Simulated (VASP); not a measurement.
Runs of VASP 6.6.1 on Ni. Symmetry: Fm-3m, No. 225, cubic system. The conventional cell has a = 3.517 Å, b = 3.517 Å, c = 3.517 Å, α = 90.00°, β = 90.00°, γ = 90.00°. Within 3.3 Å of Ni (site symmetry m-3m) lie 12 Ni at 2.49 Å. 

```tsv
spin	fixed moment (μB)	pressure (GPa)	moment (μB)
collinear, ferromagnetic start	-	-17.0	(c)
collinear, ferromagnetic start	1.69	-0.2	1.69
collinear, ferromagnetic start	0.48	-17.3	0.48
collinear, zero start	0.0	(a)	0.00
collinear, ferromagnetic start	1.94	7.8	1.94
collinear, ferromagnetic start	0.97	-13.9	0.97
collinear, ferromagnetic start	0.24	(b)	0.24
```

Alike in all rows: task single point; level LDA; potentials or basis VASP PAW LDA potentials, release 64 (Ni); cell as given; k mesh 12 × 12 × 12; cutoff (eV) 520; smearing gaussian 0.1 eV.

**Question.** Fill in the values left out.

**Answer.** (a) -17.9; (b) -17.7; (c) 0.57.

Caveats: the total moment is fixed, so each spin has its own Fermi level (at least some runs); the cell stands under tension (at least some runs); the cell stands under pressure (at least some runs).
